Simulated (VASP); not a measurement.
Crystal: BeS.

```xyz
2
Lattice="0.0000 2.4708 2.4708 2.4708 0.0000 2.4708 2.4708 2.4708 0.0000" Properties=species:S:1:pos:R:3 pbc="T T T"
Be    0.0000    0.0000    0.0000
S     1.2354    1.2354    1.2354
```

This cell differs from its parent crystal: strain +1.5%.

Base run:

* Program: VASP 6.6.1
* Functional: PBE
* Potentials or basis: VASP PAW PBE potentials, release 64 (Be, S)
* Cutoff: 520 eV
* k mesh: 6 × 6 × 6
* Occupations: gaussian, width 0.01 eV
* Spin: no spin polarisation

Its results: band gap on the k mesh 3.23 eV, indirect (least direct gap 5.42 eV); pressure -3.4 GPa.

Problem. The run is repeated on the same cell with these changes: functional from PBE to HSE06. What comes out?

Solution. Band gap on the k mesh 4.17 eV, indirect (least direct gap 6.57 eV); pressure -5.0 GPa.

HSE06 gives the wider gap, since exact exchange removes part of the self-interaction.

Caveats: the PAW data sets were made with another functional, which shifts forces and pressure a little (some runs).

A k mesh can miss the band edges.
